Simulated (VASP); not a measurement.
GaSb: single point with PBE

GaSb:

```
Ga Sb
1.0
     0.00000    3.10717    3.10717
     3.10717    0.00000    3.10717
     3.10717    3.10717    0.00000
Ga Sb
1 1
Cartesian
  0.0000 0.0000 0.0000
  1.5536 1.5536 1.5536
```

```json
{"Program": "VASP 6.6.1", "Task": "single point", "Functional": "PBE", "Potentials or basis": "VASP PAW PBE potentials, release 64 (Ga_d, Sb)", "Cutoff": "500 eV", "k mesh": "12 × 12 × 12", "Occupations": "gaussian, width 0.1 eV", "Spin": "no spin polarisation"}
```

```json
{
 "Pressure": "0.1 GPa",
 "Band gap on the k mesh": "zero (filled and empty bands touch)"
}
```

Levels at points of the mesh, in eV from the Fermi level:
```tsv
k point	band 7	band 8	band 9	band 10	band 11	band 12
(0.00, 0.00, 0.00)	-0.34	-0.05	-0.05	-0.05	2.74	2.74
(0.50, 0.00, 0.00)	-6.19	-1.13	-1.13	0.26	3.70	3.70
(0.50, 0.50, 0.00)	-6.65	-2.46	-2.46	0.90	1.29	8.33
```

Run time: 82 s on 1 thread of Intel Xeon 8259CL (shared host), peak memory 0.22 GiB.

Caveat: semilocal functionals underestimate gaps, and a narrow one can read as zero; spin-orbit coupling is left out, which moves the levels of the heavy elements.
